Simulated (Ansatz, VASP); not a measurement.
# Two plane-wave programs on AgCl

Contents of INCAR:

```
ALGO = Normal
EDIFF = 1E-6
ENCUT = 520
GGA = PE
ISIF = 2
ISMEAR = 0
LASPH = T
LCHARG = F
LREAL = F
LWAVE = F
NBANDS = 16
NELM = 60
PREC = Accurate
SIGMA = 0.05
```

The input KPOINTS:

```
k-points
0
Gamma
  8 8 8
```

Contents of POSCAR:

```
AgCl
1.0
    0.0207986250      2.7731500000      2.7731500000
    2.7939486250      0.0000000000      2.7939486250
    2.7731500000      2.7731500000      0.0207986250
Ag Cl
1 1
Direct
    0.5000000000      0.5000000000      0.5000000000
    0.0000000000      0.0000000000      0.0000000000
```

Input for Ansatz:

```yaml
crystal:
  lattice:
    - [0.020798625, 2.77315, 2.77315]
    - [2.793948625, 0.0, 2.793948625]
    - [2.77315, 2.77315, 0.020798625]
  atoms:
    - { symbol: Ag, position: [0.5, 0.5, 0.5] }
    - { symbol: Cl, position: [0.0, 0.0, 0.0] }
basis:
  ecutwfc: 420
kpoints:
  mp_grid: { grid: [8, 8, 8] }
hamiltonian:
  xc: pbe
scf:
  occupations: { method: gaussian, width: 0.05 }
output:
  forces: true
  stress: true
  eigenvalues: true
```

Change from the starting cell: strain +0.0150 x Voigt [0, 0, 0, 0, 1, 0], atoms carried along.

Alike in both runs: task single point; functional PBE; k mesh 8 × 8 × 8; occupations gaussian, width 0.05 eV; no spin polarisation.

|  | VASP | Ansatz |
| --- | --- | --- |
| version | VASP 6.6.1 | Ansatz 0.2.0 |
| potentials or method | VASP PAW PBE potentials, release 64 (Ag, Cl), cutoff 520 eV | scalar-relativistic, plane waves, PAW |
| valence electrons in the cell | 18 | 26 |

```csv
,VASP,Ansatz,Ansatz less VASP
gap on the k mesh at the Fermi level (eV),0.90,0.90,+0.003
least direct gap on the mesh (eV),3.17,3.17,+0.002
pressure (GPa),1.5,1.6,+0.14
"traceless stress, the component that is largest in VASP (GPa)",-0.08,-0.08,+0.001
```

VASP's potentials hold 18 valence electrons a cell and Ansatz's 26, so a difference there can come from the potentials and not from the codes.
